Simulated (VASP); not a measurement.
# GaSb (F-43m) in VASP: notebook

The runs below take GaSb through relaxation of cell and atoms, with PBEsol.

Everything below comes from runs of VASP 6.6.1. Logs are shortened: lines on timing, memory, paths and dates and some standing lists are left out, and cuts for length are marked.

**1. The cell of the first run**

Symmetry: F-43m, No. 216, cubic system. The conventional cell has a = 6.111 Å, b = 6.111 Å, c = 6.111 Å, α = 90.00°, β = 90.00°, γ = 90.00°. Ga (site symmetry -43m) has 4 Sb at 2.65 Å within 3.5 Å. Within 3.5 Å of Sb (site symmetry -43m) lie 4 Ga at 2.65 Å.

**2. Relaxation of cell and atoms, PBEsol**

File INCAR:

```
SYSTEM = GaSb
ALGO = Normal ; EDIFF = 1E-6
EDIFFG = -0.001 ; ENCUT = 600
GGA = PS ; IBRION = 2
ISIF = 3 ; ISMEAR = -1
LASPH = .TRUE. ; LCHARG = .FALSE.
LREAL = .FALSE. ; LWAVE = .FALSE.
NELM = 100 ; NSW = 80
PREC = Accurate ; SIGMA = 0.15
```

File KPOINTS:

```
k-points
0
G
  12 12 12
  0 0 0
```

File POSCAR:

```
GaSb
1.0
    0.0000000000      3.0556140968      3.0556140968
    3.0556140968      0.0000000000      3.0556140968
    3.0556140968      3.0556140968      0.0000000000
Ga Sb
1 1
Direct
    0.0000000000      0.0000000000      0.0000000000
    0.7500000000      0.7500000000      0.7500000000
```

Potentials or basis: VASP PAW PBE potentials, release 64 (Ga_d, Sb).

Command:

```
cat potpaw_PBE.64/Ga_d/POTCAR potpaw_PBE.64/Sb/POTCAR > POTCAR
mpirun -np 1 vasp_std > vasp.out
```

OUTCAR:

```text
SYSTEM = GaSb
   EDIFF = 1E-6
   EDIFFG = -0.001
   ENCUT = 600
   GGA = PS
   IBRION = 2
   ISIF = 3
   ISMEAR = -1
   LASPH = .TRUE.
   LREAL = .FALSE.
   NELM = 100
   NSW = 80
   PREC = Accurate

 ion  position               nearest neighbor table
   1  0.000  0.000  0.000-   2 2.65   2 2.65   2 2.65   2 2.65
   2  0.750  0.750  0.750-   1 2.65   1 2.65   1 2.65   1 2.65

  LATTYP: Found a face centered cubic cell.
 ALAT       =     6.1112281936

  Lattice vectors:

 A1 = (   0.0000000000,   3.0556140968,   3.0556140968)
 A2 = (   3.0556140968,   0.0000000000,   3.0556140968)
 A3 = (   3.0556140968,   3.0556140968,   0.0000000000)

Analysis of symmetry for initial positions (statically):
=====================================================================
 Subroutine PRICEL returns:
 Original cell was already a primitive cell.

 Routine SETGRP: Setting up the symmetry group for a
 face centered cubic supercell.

 Subroutine GETGRP returns: Found 24 space group operations
 (whereof 24 operations were pure point group operations)
 out of a pool of 48 trial point group operations.

The static configuration has the point symmetry T_d .

Analysis of symmetry for dynamics (positions and initial velocities):
=====================================================================
 Subroutine PRICEL returns:
 Original cell was already a primitive cell.

 Routine SETGRP: Setting up the symmetry group for a
 face centered cubic supercell.

 Subroutine GETGRP returns: Found 24 space group operations
 (whereof 24 operations were pure point group operations)
 out of a pool of 48 trial point group operations.

The dynamic configuration has the point symmetry T_d .

 Subroutine INISYM returns: Found 24 space group operations
 (whereof 24 operations are pure point group operations),
 and found     1 'primitive' translations

----------------------------------------------------------------------------------------

                                     Primitive cell

  volume of cell :      57.0592

  direct lattice vectors                    reciprocal lattice vectors
     0.000000000  3.055614097  3.055614097    -0.163633229  0.163633229  0.163633229
     3.055614097  0.000000000  3.055614097     0.163633229 -0.163633229  0.163633229
     3.055614097  3.055614097  0.000000000     0.163633229  0.163633229 -0.163633229

  length of vectors
     4.321290897  4.321290897  4.321290897     0.283421066  0.283421066  0.283421066

  position of ions in fractional coordinates (direct lattice)
     0.000000000  0.000000000  0.000000000
     0.750000000  0.750000000  0.750000000

  ion indices of the primitive-cell ions
   primitive index   ion index
                 1           1
                 2           2

----------------------------------------------------------------------------------------

 KPOINTS: k-points

Automatic generation of k-mesh.
 Grid dimensions read from file:
 generate k-points for:   12   12   12

 Generating k-lattice:

  Cartesian coordinates                     Fractional coordinates (reciprocal lattice)
    -0.013636102  0.013636102  0.013636102     0.083333333  0.000000000  0.000000000
     0.013636102 -0.013636102  0.013636102     0.000000000  0.083333333  0.000000000
     0.013636102  0.013636102 -0.013636102     0.000000000  0.000000000  0.083333333

  Length of vectors
     0.023618422  0.023618422  0.023618422

  Shift w.r.t. Gamma in fractional coordinates (k-lattice)
     0.000000000  0.000000000  0.000000000

 Subroutine IBZKPT returns following result:
 ===========================================

 Found     72 irreducible k-points:

 Following reciprocal coordinates:
            Coordinates               Weight
  0.000000  0.000000  0.000000      1.000000
  0.083333  0.000000  0.000000      8.000000
  0.166667  0.000000  0.000000      8.000000
  0.250000  0.000000  0.000000      8.000000
  0.333333  0.000000  0.000000      8.000000
  0.416667  0.000000  0.000000      8.000000
[... 16 lines left out ...]
  0.500000  0.166667  0.000000     24.000000
 -0.416667  0.166667  0.000000     24.000000
 [... further k-points ...]
   k-points           NKPTS =     72   k-points in BZ     NKDIM =     72   number of bands    NBANDS=     13
   number of dos      NEDOS =    301   number of ions     NIONS =      2
   total plane-waves  NPLWV =  46656
   dimension x,y,z NGX =    36 NGY =   36 NGZ =   36
   dimension x,y,z NGXF=    72 NGYF=   72 NGZF=   72
   ions per type =               1   1
   NGX,Y,Z   is equivalent  to a cutoff of  13.85, 13.85, 13.85 a.u.
   NGXF,Y,Z  is equivalent  to a cutoff of  27.70, 27.70, 27.70 a.u.
 SYSTEM =  GaSb
   PREC   = accura    normal or accurate (medium, high low for compatibility)
   ISTART =      0    job   : 0-new  1-cont  2-samecut
   ICHARG =      2    charge: 1-file 2-atom 10-const
   ISPIN  =      1    spin polarized calculation?
   LNONCOLLINEAR =      F non collinear calculations
   LSORBIT =      F    spin-orbit coupling
   LASPH  =      T    aspherical Exc in radial PAW
   ENCUT  =  600.0 eV  44.10 Ry    6.64 a.u.   8.63  8.63  8.63*2*pi/ulx,y,z
   NELM   =    100;   NELMIN=  2; NELMDL= -5     # of ELM steps
   EDIFF  = 0.1E-05   stopping-criterion for ELM
   LREAL  =      F    real-space projection
   EDIFFG = -.1E-02   stopping-criterion for IOM
   NSW    =     80    number of steps for IOM
   IBRION =      2    ionic relax: 0-MD 1-quasi-New 2-CG
   NFREE  =      1    steps in history (QN), initial steepest desc. (CG)
   ISIF   =      3    stress and relaxation
   ISYM   =      2    0-nonsym 1-usesym 2-fastsym
   POTIM  = 0.5000    time-step for ionic-motion
   TEBEG  =    0.0;   TEEND  =   0.0 temperature during run
   PSTRESS=    0.0 pullay stress
   NELECT =      18.0000    total number of electrons
   NUPDOWN=      -1.0000    fix difference up-down
   EMIN   =  10.00;   EMAX   =-10.00  energy-range for DOS
   EFERMI =   0.00;   METHOD = LEGACY
   ISMEAR =    -1;   SIGMA  =   0.15  broadening in eV -4-tet -1-fermi 0-gaus
   EFERMI_NEDOS =   21; number of points for ismear=-14 and -15
   IALGO  =     38    algorithm
   IMIX   =      4    mixing-type and parameters
     AMIX     =   0.40;   BMIX     =  1.00
     AMIX_MAG =   1.60;   BMIX_MAG =  1.00
  volume/ion in A,a.u.               =      28.53       192.53
  Fermi-wavevector in a.u.,A,eV,Ry     =   1.114441  2.105989 16.898153  1.241979
  Thomas-Fermi vector in A             =   2.251036
   LORBIT       =      0    0 simple, 1 ext, 2 COOP (PROOUT), +10 PAW based schemes
   GGA     = PS    functional components
   LHFCALC =     F    Hartree Fock is set to
   AEXX    =    0.0000 exact exchange contribution
   IVDW    =     0    specifies the selected vdW correction
   LEPSILON=     F    determine dielectric tensor
   LRPA    =     F    only Hartree local field effects (RPA)
 conjugate gradient relaxation of ions
 non-spin polarized calculation
  energy-cutoff  :      600.00
  volume of cell :       57.06
 maximum number of plane-waves:      1932
   NGX = 17   NGY = 17   NGZ = 17

--------------------------------------- Ionic step        1  -------------------------------------------

 number of electron      18.0000006 magnetization

 Free energy of the ion-electron system (eV)
  ---------------------------------------------------
  ext. energy  EPLUGINS =         0.00000000
  ---------------------------------------------------
  free energy    TOTEN  =        -8.15696781 eV

  energy without entropy =       -8.15037749  energy(sigma->0) =       -8.15367265

------------------------ aborting loop because EDIFF is reached ----------------------------------------

  FORCE on cell =-STRESS in cart. coord.  units (eV):
  Direction    XX          YY          ZZ          XY          YZ          ZX
  --------------------------------------------------------------------------------------
  -------------------------------------------------------------------------------------
  Total        0.0378990      0.0378990      0.0378990      0.0000000      0.0000000     -0.0000000
  in kB        1.0641748      1.0641748      1.0641748      0.0000000      0.0000000     -0.0000000
  external PRESSURE =       1.0641748 kB  Pullay stress =       0.0000000 kB
[... 89 lines left out ...]
  FREE ENERGIE OF THE ION-ELECTRON SYSTEM (eV)
  ---------------------------------------------------
  free  energy   TOTEN  =        -8.1570117184 eV

  energy  without entropy=       -8.1503626175  energy(sigma->0) =       -8.15368717

[... ionic steps 4 to 30 ...]

--------------------------------------- Ionic step       31  -------------------------------------------

 number of electron      18.0000006 magnetization

------------------------ aborting loop because EDIFF is reached ----------------------------------------

  FORCE on cell =-STRESS in cart. coord.  units (eV):
  Direction    XX          YY          ZZ          XY          YZ          ZX
  --------------------------------------------------------------------------------------
  -------------------------------------------------------------------------------------
  Total       -0.0042223     -0.0042223     -0.0042223      0.0000000      0.0000000      0.0000000
  in kB       -0.1182845     -0.1182845     -0.1182845      0.0000000      0.0000000      0.0000000
  external PRESSURE =      -0.1182845 kB  Pullay stress =       0.0000000 kB
[... 57 lines left out ...]
  energy  without entropy=       -8.1503581903  energy(sigma->0) =       -8.15368487

--------------------------------------- Ionic step       33  -------------------------------------------

 number of electron      18.0000006 magnetization

 Free energy of the ion-electron system (eV)
  ---------------------------------------------------
  ext. energy  EPLUGINS =         0.00000000
  ---------------------------------------------------
  free energy    TOTEN  =        -8.15701156 eV

  energy without entropy =       -8.15035835  energy(sigma->0) =       -8.15368495

 E-fermi :   4.9319     XC(G=0):  -9.2722

 val. band max:        4.7386673891   @ k =   0.0000   0.0000   0.0000
 cond. band min:       5.0888799778   @ k =   0.5000   0.0000   0.0000
 fundamental gap:      0.3502125887
 Fermi energy:         4.9319217879

 k-point     1 :       0.0000    0.0000    0.0000
  band No.  band energies     occupation
      1     -10.2571      2.00000
      2     -10.2571      2.00000
      3     -10.2571      2.00000
      4     -10.2065      2.00000
      5     -10.2065      2.00000
      6      -6.7719      2.00000
      7       4.7375      1.57041
      8       4.7387      1.56774
      9       4.7387      1.56774
     10       4.7387      1.56774
     11       7.4977      0.00000
     12       7.4977      0.00000
     13       7.4977      0.00000
[... 353 lines left out ...]
 k-point    24 :      -0.4167    0.1667    0.0000
  band No.  band energies     occupation
      1     -10.2886      2.00000
      2     -10.2439      2.00000
      3     -10.2429      2.00000
      4     -10.2081      2.00000
      5     -10.2066      2.00000
      6      -4.9462      2.00000
      7      -1.5795      2.00000
      8       1.9671      2.00000
      9       3.2625      1.99997
     10       6.3881      0.00012
     11       8.4580      0.00000
     12       9.2721      0.00000
     13      11.5908      0.00000

 [... further k-points ...]
[... 5 lines left out ...]
  --------------------------------------------------------------------------------------
  -------------------------------------------------------------------------------------
  Total       -0.0014578     -0.0014578     -0.0014578      0.0000000     -0.0000000      0.0000000
  in kB       -0.0408393     -0.0408393     -0.0408393      0.0000000     -0.0000000      0.0000000
  external PRESSURE =      -0.0408393 kB  Pullay stress =       0.0000000 kB
[... 17 lines left out ...]
  FREE ENERGIE OF THE ION-ELECTRON SYSTEM (eV)
  ---------------------------------------------------
  free  energy   TOTEN  =        -8.1570115601 eV

  energy  without entropy=       -8.1503583490  energy(sigma->0) =       -8.15368495

 reached required accuracy - stopping structural energy minimisation
```

Wall time 3.8 min (1 thread of Intel Xeon Platinum 8488C (Sapphire Rapids), shared host); peak memory 0.25 GiB.

Results:

* Free energy: -8.1570 eV
* Relaxed volume: 28.60 Å³/atom
* Relaxed cell: a = 4.325 Å, b = 4.325 Å, c = 4.325 Å, α = 60.00°, β = 60.00°, γ = 60.00°
* Space group after relaxing (to 0.05 Å): F-43m (No. 216)
* Energy gained by relaxing: 0.0 meV/atom
* Ionic steps: 33
* Pressure after relaxing: 0.0 GPa
* Band gap on the k mesh: zero (filled and empty bands touch)

Final structure:
```
Ga Sb
1.0
     0.00000    3.05796    3.05796
     3.05796    0.00000    3.05796
     3.05796    3.05796    0.00000
Ga Sb
1 1
Direct
  0.00000 0.00000 0.00000
  0.75000 0.75000 0.75000
```

Caveat: the PAW data sets were made with another functional, which shifts forces and pressure a little; spin-orbit coupling is left out, which moves the levels of the heavy elements.

**3. Relaxation of cell and atoms, PBEsol, target pressure 50 GPa, at which the enthalpy is minimised**

File INCAR:

```
ALGO = Normal ; EDIFF = 1E-6
EDIFFG = -0.001 ; ENCUT = 600
GGA = PS ; IBRION = 2
ISIF = 3 ; ISMEAR = -1
LASPH = T ; LCHARG = F
LREAL = F ; LWAVE = F
NELM = 80 ; NSW = 80
PREC = Accurate ; PSTRESS = 500.0
SIGMA = 0.15
```

File KPOINTS:

```
k-points
0
Gamma
  12 12 12
```

File POSCAR:

```
GaSb
1.0
    0.0000000000      3.0562701461      3.0562701461
    3.0562701461      0.0000000000      3.0562701461
    3.0562701461      3.0562701461      0.0000000000
Ga Sb
1 1
Direct
    0.0000000000      0.0000000000      0.0000000000
    0.7500000000      0.7500000000      0.7500000000
```

Potentials or basis: VASP PAW PBE potentials, release 64 (Ga_d, Sb).

Command:

```
cat potpaw_PBE.64/Ga_d/POTCAR potpaw_PBE.64/Sb/POTCAR > POTCAR
mpirun -np 1 vasp_std > vasp.out
```

Wall time 4.4 min (1 thread of Intel Xeon Platinum 8488C (Sapphire Rapids), shared host); peak memory 0.3 GiB.

Results (log left out):

* Free energy: -6.1453 eV
* Relaxed volume: 19.33 Å³/atom
* Relaxed cell: a = 3.795 Å, b = 3.795 Å, c = 3.795 Å, α = 60.00°, β = 60.00°, γ = 60.00°
* Space group after relaxing (to 0.05 Å): F-43m (No. 216)
* Energy change on relaxing (the enthalpy is what falls): +1005.8 meV/atom
* Ionic steps: 9
* Pressure after relaxing: 50.0 GPa
* Band gap on the k mesh: zero (band 9 reaches 9.78 eV, above the bottom of band 10 at 9.70 eV)

Step by step:
```csv
step,energy change (eV),largest force (eV/Å),pressure (GPa),volume (Å³)
1,0.0000,0.0000,0.07,57.10
2,101.5617,0.0000,2579.59,10.62
3,0.2781,0.0000,12.37,48.64
4,0.6516,0.0000,21.48,45.03
5,2.3664,0.0000,57.04,37.59
6,1.9667,0.0000,49.08,38.80
7,2.0665,0.0000,51.16,38.48
8,1.8619,0.0000,47.03,39.15
9,2.0117,0.0000,49.99,38.65
```

Final structure:
```
Ga Sb
1.0
     0.00000    2.68356    2.68356
     2.68356    0.00000    2.68356
     2.68356    2.68356    0.00000
Ga Sb
1 1
Direct
  0.00000 0.00000 0.00000
  0.75000 0.75000 0.75000
```

Levels at points of the mesh, in eV from the Fermi level:
| k point | band 6 | band 7 | band 8 | band 9 | band 10 | band 11 | band 12 | band 13 |
| --- | --- | --- | --- | --- | --- | --- | --- | --- |
| (0.00, 0.00, 0.00) | -14.94 | 0.12 | 0.12 | 0.12 | 2.57 | 2.57 | 2.57 | 3.21 |
| (0.50, 0.00, 0.00) | -12.03 | -8.98 | -1.87 | -1.87 | 1.46 | 3.58 | 3.58 | 5.70 |
| (0.50, 0.50, 0.00) | -10.55 | -9.06 | -4.26 | -4.26 | 0.14 | 0.26 | 11.45 | 11.45 |

Caveat: the cell is relaxed towards a set pressure, so the enthalpy falls and the energy may rise; the volume moved by over 15 % at a fixed basis, so the end points are rough; the PAW data sets were made with another functional, which shifts forces and pressure a little; spin-orbit coupling is left out, which moves the levels of the heavy elements.

**4. Relaxation of cell and atoms, PBEsol**

File INCAR:

```
SYSTEM = GaSb
ALGO = Normal ; EDIFF = 1E-6
EDIFFG = -0.001 ; ENCUT = 600
GGA = PS ; IBRION = 2
ISIF = 3 ; ISMEAR = -1
LASPH = .TRUE. ; LCHARG = .FALSE.
LREAL = .FALSE. ; LWAVE = .FALSE.
NELM = 100 ; NSW = 80
PREC = Accurate ; SIGMA = 0.15
```

File KPOINTS:

```
k-points
0
G
  12 12 12
  0 0 0
```

File POSCAR:

```
GaSb
1.0
    0.0000000000      3.0556140975      3.0556140975
    3.0556140975      0.0000000000      3.0556140975
    3.0556140975      3.0556140975      0.0000000000
Ga Sb
1 1
Direct
    0.0000000000      0.0000000000      0.0000000000
    0.7500000000      0.7500000000      0.7500000000
```

Command:

```
cat potpaw_PBE.64/Ga_d/POTCAR potpaw_PBE.64/Sb/POTCAR > POTCAR
mpirun -np 1 vasp_std > vasp.out
```

It took 5.7 min on 1 thread of Intel Xeon 6975P-C, shared host; peak memory 0.26 GiB.

Results (log left out):

```
Free energy                            : -8.1570 eV
Relaxed volume                         : 28.60 Å³/atom
Relaxed cell                           : a = 4.325 Å, b = 4.325 Å, c = 4.325 Å, α = 60.00°, β = 60.00°, γ = 60.00°
Space group after relaxing (to 0.05 Å) : F-43m (No. 216)
Energy gained by relaxing              : 0.0 meV/atom
Ionic steps                            : 33
Pressure after relaxing                : 0.0 GPa
Band gap on the k mesh                 : zero (filled and empty bands touch)
```

Final structure:
```yaml
crystal:
  lattice:
    - [0.00000, 3.05796, 3.05796]
    - [3.05796, 0.00000, 3.05796]
    - [3.05796, 3.05796, 0.00000]
  atoms:
    - { symbol: Ga, position: [0.00000, 0.00000, 0.00000] }
    - { symbol: Sb, position: [0.75000, 0.75000, 0.75000] }
```

Levels at points of the mesh, in eV from the Fermi level:
| k point | band 7 | band 8 | band 9 | band 10 | band 11 | band 12 |
| --- | --- | --- | --- | --- | --- | --- |
| (0.00, 0.00, 0.00) | -0.19 | -0.19 | -0.19 | -0.19 | 2.57 | 2.57 |
| (0.50, 0.00, 0.00) | -6.59 | -1.35 | -1.35 | 0.16 | 3.52 | 3.52 |
| (0.50, 0.50, 0.00) | -7.03 | -2.78 | -2.78 | 0.65 | 0.97 | 8.48 |

Caveat: the PAW data sets were made with another functional, which shifts forces and pressure a little; spin-orbit coupling is left out, which moves the levels of the heavy elements.
